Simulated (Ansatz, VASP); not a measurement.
## One calculation of Ag, two programs

The input INCAR:

```
PREC     = Accurate       # precision mode
ENCUT    = 520            # plane-wave cutoff, eV
EDIFF    = 1E-6           # SCF threshold, eV
ISMEAR   = -1             # smearing method
SIGMA    = 0.05           # smearing width, eV
LREAL    = False          # projectors in reciprocal space
LASPH    = True           # aspherical terms in the spheres
NELM     = 60             # most SCF steps
ALGO     = Fast           # electronic algorithm
ISIF     = 2              # what is computed and relaxed
LWAVE    = False          # write WAVECAR
LCHARG   = False          # write CHGCAR
GGA      = PE             # functional
NBANDS   = 12             # bands
```

Contents of KPOINTS:

```
Automatic mesh
0
Gamma
  11 11 11
```

Contents of POSCAR:

```
Ag
1.0
   -1.6881260479      1.6881260479      1.6881260479
    1.6881260479     -1.6881260479      1.6881260479
    1.6881260479      1.6881260479     -1.6881260479
Ag
1
Direct
    0.0000000000      0.0000000000      0.0000000000
```

The input input.yaml:

```yaml
crystal:
  lattice:
    - [-1.6881260479, 1.6881260479, 1.6881260479]
    - [1.6881260479, -1.6881260479, 1.6881260479]
    - [1.6881260479, 1.6881260479, -1.6881260479]
  atoms:
    - { symbol: Ag, position: [0.0, 0.0, 0.0] }
kpoints:
  mp_grid: { grid: [11, 11, 11] }
scf:
  occupations: { method: fermi_dirac, width: 0.05 }
hamiltonian:
  xc: pbe
  pseudopotentials: { kind: all_electron, lapw: { basis_error: 0.0005 } }
output:
  forces: true
  stress: true
  eigenvalues: true
```

Change from the starting cell: volume scaled by 1.06.

Alike in both runs: task single point; functional PBE; k mesh 11 × 11 × 11; occupations fermi-dirac, width 0.05 eV; no spin polarisation.

|  | VASP | Ansatz |
| --- | --- | --- |
| version | VASP 6.6.1 | Ansatz 0.2.0 |
| potentials or method | VASP PAW PBE potentials, release 64 (Ag), cutoff 520 eV | all-electron LAPW, scalar-relativistic |

|  | VASP | Ansatz | Ansatz less VASP |
| --- | --- | --- | --- |
| gap on the k mesh at the Fermi level (eV) | none | none | - |
| pressure (GPa) | -5.0 | -5.0 | +0.04 |

A gap of «none» marks a metal or a gap that the smearing closes. Ansatz ran all-electron here, and VASP with PAW potentials.
